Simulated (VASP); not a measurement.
# SiC (P6_3mc) in VASP: further runs

Aim: see how the results for SiC move with the level of theory and the settings. Levels: PBEsol+D4, BLYP+D4, SVWN5. Tasks: single point.

Program: VASP 6.6.1. These are calculated values, not measurements. Logs are shortened: lines on timing, memory, paths and dates and some standing lists are left out, and cuts for length are marked.

## (1) The cell of the first run

The structure is hexagonal, space group P6_3mc (No. 186). The conventional cell has a = 3.055 Å, b = 3.055 Å, c = 10.003 Å, α = 90.00°, β = 90.00°, γ = 120.00°. Within 2.5 Å of Si (site symmetry 3m) lie 4 C at 1.87 Å. Within 2.5 Å of Si (site symmetry 3m) lie 4 C at 1.87 to 1.88 Å. Within 2.5 Å of C (site symmetry 3m) lie 4 Si at 1.87 Å. Within 2.5 Å of C (site symmetry 3m) lie 4 Si at 1.87 to 1.88 Å.

## (2) Single point, PBEsol+D4

INCAR

```
SYSTEM = SiC
PREC = Accurate
ENCUT = 520
EDIFF = 1E-6
ISMEAR = -1
SIGMA = 0.05
LREAL = .False.
LASPH = .True.
NELM = 100
ALGO = Normal
ISIF = 2
LWAVE = .False.
LCHARG = .True.
GGA = PS
IVDW = 13
LELF = .True.
LVHAR = .True.
NBANDS = 26
```

KPOINTS

```
regular mesh
0
Gamma
  10 10 3
  0 0 0
```

POSCAR

```
SiC
1.0
    3.0550512851      0.0000000000      0.0000000000
   -1.5275256425      2.6457520228      0.0000000000
    0.0000000000      0.0000000000     10.0030562121
Si C
4 4
Direct
    0.0000000000      0.0000000000      0.1878943800
    0.0000000000      0.0000000000      0.6878943800
    0.3333333333      0.6666666667      0.4378419800
    0.6666666667      0.3333333333      0.9378419800
    0.0000000000      0.0000000000      0.0004600500
    0.0000000000      0.0000000000      0.5004600500
    0.3333333333      0.6666666667      0.2498025900
    0.6666666667      0.3333333333      0.7498025900
```

Potentials or basis: VASP PAW PBE potentials, release 64 (Si, C).

Launch:

```console
$ cat potpaw_PBE.64/Si/POTCAR potpaw_PBE.64/C/POTCAR > POTCAR
$ mpirun -np 1 vasp_std > vasp.out
```

OUTCAR:

```text
SYSTEM = SiC
   PREC = Accurate
   ENCUT = 520
   EDIFF = 1E-6
   ISMEAR = -1
   LREAL = .False.
   LASPH = .True.
   NELM = 100
   ISIF = 2
   GGA = PS
   IVDW = 13

 ion  position               nearest neighbor table
   1  0.000  0.000  0.188-   7 1.87   7 1.87   7 1.87   5 1.87   3 3.06   3 3.06   3 3.06   4 3.06
                             4 3.06   4 3.06
   2  0.000  0.000  0.688-   8 1.87   8 1.87   8 1.87   6 1.87   4 3.06   4 3.06   4 3.06   3 3.06
                             3 3.06   3 3.06
   3  0.333  0.667  0.438-   6 1.87   6 1.87   6 1.87   7 1.88   1 3.06   1 3.06   1 3.06   2 3.06
                             2 3.06   2 3.06
   4  0.667  0.333  0.938-   5 1.87   5 1.87   5 1.87   8 1.88   2 3.06   2 3.06   2 3.06   1 3.06
                             1 3.06   1 3.06
   5  0.000  0.000  0.000-   4 1.87   4 1.87   4 1.87   1 1.87
   6  0.000  0.000  0.500-   3 1.87   3 1.87   3 1.87   2 1.87
   7  0.333  0.667  0.250-   1 1.87   1 1.87   1 1.87   3 1.88
   8  0.667  0.333  0.750-   2 1.87   2 1.87   2 1.87   4 1.88

  LATTYP: Found a hexagonal cell.
 ALAT       =     3.0550512851
 C/A-ratio  =     3.2742678530

  Lattice vectors:

 A1 = (   3.0550512851,   0.0000000000,   0.0000000000)
 A2 = (  -1.5275256425,   2.6457520228,   0.0000000000)
 A3 = (   0.0000000000,   0.0000000000,  10.0030562121)

Analysis of symmetry for initial positions (statically):
=====================================================================
 Subroutine PRICEL returns:
 Original cell was already a primitive cell.

 Routine SETGRP: Setting up the symmetry group for a
 hexagonal supercell.

 Subroutine GETGRP returns: Found 12 space group operations
 (whereof  6 operations were pure point group operations)
 out of a pool of 24 trial point group operations.

The static configuration has the point symmetry C_3v.
 The point group associated with its full space group is C_6v.

Analysis of symmetry for dynamics (positions and initial velocities):
=====================================================================
 Subroutine PRICEL returns:
 Original cell was already a primitive cell.

 Routine SETGRP: Setting up the symmetry group for a
 hexagonal supercell.

 Subroutine GETGRP returns: Found 12 space group operations
 (whereof  6 operations were pure point group operations)
 out of a pool of 24 trial point group operations.

The dynamic configuration has the point symmetry C_3v.
 The point group associated with its full space group is C_6v.

 Subroutine INISYM returns: Found 12 space group operations
 (whereof  6 operations are pure point group operations),
 and found     1 'primitive' translations

----------------------------------------------------------------------------------------

                                     Primitive cell

  volume of cell :      80.8538

  direct lattice vectors                    reciprocal lattice vectors
     3.055051285  0.000000000  0.000000000     0.327326747  0.188982186  0.000000000
    -1.527525642  2.645752023  0.000000000     0.000000000  0.377964371  0.000000000
     0.000000000  0.000000000 10.003056212     0.000000000  0.000000000  0.099969447

  length of vectors
     3.055051285  3.055051285 10.003056212     0.377964371  0.377964371  0.099969447

  position of ions in fractional coordinates (direct lattice)
     0.000000000  0.000000000  0.187894380
     0.000000000  0.000000000  0.687894380
     0.333333333  0.666666667  0.437841980
     0.666666667  0.333333333  0.937841980
     0.000000000  0.000000000  0.000460050
     0.000000000  0.000000000  0.500460050
     0.333333333  0.666666667  0.249802590
     0.666666667  0.333333333  0.749802590

  ion indices of the primitive-cell ions
   primitive index   ion index
                 1           1
                 2           2
                 3           3
                 4           4
                 5           5
                 6           6
                 7           7
                 8           8

----------------------------------------------------------------------------------------

 KPOINTS: regular mesh

Automatic generation of k-mesh.
 Grid dimensions read from file:
 generate k-points for:   10   10    3

 Generating k-lattice:

  Cartesian coordinates                     Fractional coordinates (reciprocal lattice)
     0.032732675  0.018898219  0.000000000     0.100000000  0.000000000  0.000000000
     0.000000000  0.037796437  0.000000000     0.000000000  0.100000000  0.000000000
     0.000000000  0.000000000  0.033323149     0.000000000  0.000000000  0.333333333

  Length of vectors
     0.037796437  0.037796437  0.033323149

  Shift w.r.t. Gamma in fractional coordinates (k-lattice)
     0.000000000  0.000000000  0.000000000

 Subroutine IBZKPT returns following result:
 ===========================================

 Found     28 irreducible k-points:

 Following reciprocal coordinates:
            Coordinates               Weight
  0.000000  0.000000  0.000000      1.000000
  0.100000  0.000000  0.000000      6.000000
  0.200000  0.000000  0.000000      6.000000
  0.300000  0.000000  0.000000      6.000000
  0.400000  0.000000  0.000000      6.000000
  0.500000  0.000000  0.000000      3.000000
[... 16 lines left out ...]
  0.300000  0.100000  0.333333     24.000000
  0.400000  0.100000  0.333333     24.000000
 [... further k-points ...]
   k-points           NKPTS =     28   k-points in BZ     NKDIM =     28   number of bands    NBANDS=     26
   number of dos      NEDOS =    301   number of ions     NIONS =      8
   total plane-waves  NPLWV =  46080
   dimension x,y,z NGX =    24 NGY =   24 NGZ =   80
   dimension x,y,z NGXF=    48 NGYF=   48 NGZF=  160
   ions per type =               4   4
   NGX,Y,Z   is equivalent  to a cutoff of  13.06, 13.06, 13.30 a.u.
   NGXF,Y,Z  is equivalent  to a cutoff of  26.12, 26.12, 26.59 a.u.
 SYSTEM =  SiC
   PREC   = accura    normal or accurate (medium, high low for compatibility)
   ISTART =      0    job   : 0-new  1-cont  2-samecut
   ICHARG =      2    charge: 1-file 2-atom 10-const
   ISPIN  =      1    spin polarized calculation?
   LNONCOLLINEAR =      F non collinear calculations
   LSORBIT =      F    spin-orbit coupling
   LASPH  =      T    aspherical Exc in radial PAW
   ENCUT  =  520.0 eV  38.22 Ry    6.18 a.u.   5.68  5.68 18.60*2*pi/ulx,y,z
   NELM   =    100;   NELMIN=  2; NELMDL= -5     # of ELM steps
   EDIFF  = 0.1E-05   stopping-criterion for ELM
   LREAL  =      F    real-space projection
   EDIFFG = 0.1E-04   stopping-criterion for IOM
   NSW    =      0    number of steps for IOM
   IBRION =     -1    ionic relax: 0-MD 1-quasi-New 2-CG
   NFREE  =      0    steps in history (QN), initial steepest desc. (CG)
   ISIF   =      2    stress and relaxation
   ISYM   =      2    0-nonsym 1-usesym 2-fastsym
   POTIM  = 0.5000    time-step for ionic-motion
   TEBEG  =    0.0;   TEEND  =   0.0 temperature during run
   PSTRESS=    0.0 pullay stress
   NELECT =      32.0000    total number of electrons
   NUPDOWN=      -1.0000    fix difference up-down
   EMIN   =  10.00;   EMAX   =-10.00  energy-range for DOS
   EFERMI =   0.00;   METHOD = LEGACY
   ISMEAR =    -1;   SIGMA  =   0.05  broadening in eV -4-tet -1-fermi 0-gaus
   EFERMI_NEDOS =   21; number of points for ismear=-14 and -15
   IALGO  =     38    algorithm
   IMIX   =      4    mixing-type and parameters
     AMIX     =   0.40;   BMIX     =  1.00
     AMIX_MAG =   1.60;   BMIX_MAG =  1.00
  volume/ion in A,a.u.               =      10.11        68.20
  Fermi-wavevector in a.u.,A,eV,Ry     =   1.201964  2.271382 19.656566  1.444717
  Thomas-Fermi vector in A             =   2.337758
   LORBIT       =      0    0 simple, 1 ext, 2 COOP (PROOUT), +10 PAW based schemes
   GGA     = PS    functional components
   LHFCALC =     F    Hartree Fock is set to
   AEXX    =    0.0000 exact exchange contribution
   IVDW    =    13    specifies the selected vdW correction
   LEPSILON=     F    determine dielectric tensor
   LRPA    =     F    only Hartree local field effects (RPA)
 non-spin polarized calculation
  energy-cutoff  :      520.00
  volume of cell :       80.85
 maximum number of plane-waves:      2204
 NGX is ok and might be reduce to    24
   NGX = 11   NGY = 11   NGZ = 37

 number of electron      31.9999999 magnetization

 Free energy of the ion-electron system (eV)
  ---------------------------------------------------
  ext. energy  EPLUGINS =         0.00000000
  ---------------------------------------------------
  free energy    TOTEN  =       -63.63787642 eV

  energy without entropy =      -63.63787642  energy(sigma->0) =      -63.63787642

 E-fermi :   9.4380     XC(G=0): -11.6030

 val. band max:        8.3901765582   @ k =   0.0000   0.0000   0.0000
 cond. band min:      10.5022111938   @ k =   0.5000   0.0000   0.0000
 fundamental gap:      2.1120346356
 Fermi energy:         9.4379704584

 k-point     1 :       0.0000    0.0000    0.0000
  band No.  band energies     occupation
      1      -7.2983      2.00000
      2      -6.0933      2.00000
      3      -6.0557      2.00000
      4      -3.6076      2.00000
      5      -0.4178      2.00000
      6       3.9401      2.00000
[... 18 lines left out ...]
     25      15.8831      0.00000
     26      16.4980      0.00000

 k-point     2 :       0.1000    0.0000    0.0000
  band No.  band energies     occupation
      1      -7.1208      2.00000
      2      -5.9216      2.00000
      3      -5.8832      2.00000
      4      -3.4578      2.00000
      5      -0.2529      2.00000
      6       3.9959      2.00000
[... 18 lines left out ...]
     25      16.0404      0.00000
     26      16.3249      0.00000

 k-point     3 :       0.2000    0.0000    0.0000
  band No.  band energies     occupation
      1      -6.5946      2.00000
      2      -5.4150      2.00000
      3      -5.3737      2.00000
      4      -3.0286      2.00000
      5       0.2218      2.00000
      6       3.7722      2.00000
[... 18 lines left out ...]
     25      16.6275      0.00000
     26      16.9534      0.00000

 k-point     4 :       0.3000    0.0000    0.0000
  band No.  band energies     occupation
      1      -5.7435      2.00000
      2      -4.6100      2.00000
      3      -4.5613      2.00000
      4      -2.4188      2.00000
      5       0.8550      2.00000
      6       2.1329      2.00000
[... 18 lines left out ...]
     25      17.0620      0.00000
     26      17.5164      0.00000

 k-point     5 :       0.4000    0.0000    0.0000
  band No.  band energies     occupation
      1      -4.6423      2.00000
      2      -3.6442      2.00000
      3      -3.5678      2.00000
      4      -2.0413      2.00000
      5       0.3900      2.00000
      6       0.7994      2.00000
[... 18 lines left out ...]
     25      17.2596      0.00000
     26      17.7810      0.00000

 k-point     6 :       0.5000    0.0000    0.0000
  band No.  band energies     occupation
      1      -3.7668      2.00000
      2      -3.2249      2.00000
      3      -2.9570      2.00000
      4      -2.2160      2.00000
      5      -0.3275      2.00000
      6      -0.0041      2.00000
[... 427 lines left out ...]
 k-point    21 :       0.1000    0.1000    0.3333
  band No.  band energies     occupation
      1      -6.6317      2.00000
      2      -6.2246      2.00000
      3      -4.6841      2.00000
      4      -3.7173      2.00000
      5       0.8158      2.00000
      6       2.3440      2.00000
[... 18 lines left out ...]
     25      16.5960      0.00000
     26      16.6365      0.00000

 k-point    22 :       0.2000    0.1000    0.3333
  band No.  band energies     occupation
      1      -5.9445      2.00000
      2      -5.5465      2.00000
      3      -4.0536      2.00000
      4      -3.1393      2.00000
      5       1.2620      2.00000
      6       2.3658      2.00000
[... 18 lines left out ...]
     25      16.8687      0.00000
     26      17.1028      0.00000

 k-point    23 :       0.3000    0.1000    0.3333
  band No.  band energies     occupation
      1      -4.9647      2.00000
      2      -4.5884      2.00000
      3      -3.2200      2.00000
      4      -2.4529      2.00000
      5       0.9932      2.00000
      6       1.2761      2.00000
[... 18 lines left out ...]
     25      16.7592      0.00000
     26      17.8001      0.00000

 k-point    24 :       0.4000    0.1000    0.3333
  band No.  band energies     occupation
      1      -3.8622      2.00000
      2      -3.5626      2.00000
      3      -2.6302      2.00000
      4      -2.2498      2.00000
      5       0.0979      2.00000
      6       0.4765      2.00000
[... 18 lines left out ...]
     25      16.4257      0.00000
     26      17.3076      0.00000

 [... further k-points ...]

------------------------ aborting loop because EDIFF is reached ----------------------------------------

  DFT-D4 for vdW energy calculation

  Edisp (eV):   -1.51855

  FORCE on cell =-STRESS in cart. coord.  units (eV):
  Direction    XX          YY          ZZ          XY          YZ          ZX
  --------------------------------------------------------------------------------------
  -------------------------------------------------------------------------------------
  Total       1.52941     1.52941     1.43349     0.00000     0.00000     0.00000
  in kB      30.30641    30.30641    28.40566     0.00000     0.00000     0.00000
  external pressure =       29.67 kB  Pullay stress =        0.00 kB

 VOLUME and BASIS-vectors are now :
 -----------------------------------------------------------------------------
  energy-cutoff  :      520.00
  volume of cell :       80.85
      direct lattice vectors                 reciprocal lattice vectors
     3.055051285  0.000000000  0.000000000     0.327326747  0.188982186  0.000000000
    -1.527525642  2.645752023  0.000000000     0.000000000  0.377964371  0.000000000
     0.000000000  0.000000000 10.003056212     0.000000000  0.000000000  0.099969447

 POSITION                                       TOTAL-FORCE (eV/Angst)
 -----------------------------------------------------------------------------------
      0.00000      0.00000      1.87952        -0.000000      0.000000      0.005015
      0.00000      0.00000      6.88105         0.000000     -0.000000      0.005015
     -0.00000      1.76383      4.37976        -0.000000      0.000000     -0.011091
      1.52753      0.88192      9.38129         0.000000     -0.000000     -0.011091
      0.00000      0.00000      0.00460        -0.000000      0.000000     -0.000850
      0.00000      0.00000      5.00613         0.000000     -0.000000     -0.000850
     -0.00000      1.76383      2.49879         0.000000      0.000000      0.006925
      1.52753      0.88192      7.50032        -0.000000     -0.000000      0.006925
 -----------------------------------------------------------------------------------
    total drift:                               -0.000000     -0.000000      0.000032

  FREE ENERGIE OF THE ION-ELECTRON SYSTEM (eV)
  ---------------------------------------------------
  free  energy   TOTEN  =       -65.1564265192 eV

  energy  without entropy=      -65.1564265191  energy(sigma->0) =      -65.15642652
```

Wall time 2 min (1 thread of Intel Xeon 8259CL, shared host); peak memory 0.21 GiB.

What came out:

```
Free energy                : -65.1564 eV
Pressure                   : 3.0 GPa
Largest force              : 0.011 eV/Å
Band gap on the k mesh     : 2.11 eV, indirect (least direct gap 3.24 eV)
Dispersion energy per atom : -0.190 eV
```

Forces on the atoms (eV/Å):
```
Si   0.000  0.000  0.005
Si   0.000  0.000  0.005
Si   0.000  0.000 -0.011
Si   0.000  0.000 -0.011
C    0.000  0.000 -0.001
C    0.000  0.000 -0.001
C    0.000  0.000  0.007
C    0.000  0.000  0.007
```

Stress tensor (GPa, compression positive):
```
3.03 0.00 0.00
0.00 3.03 0.00
0.00 0.00 2.84
```

Caveat: the PAW data sets were made with another functional, which shifts forces and pressure a little.

(Continued in part 2 of 2.)
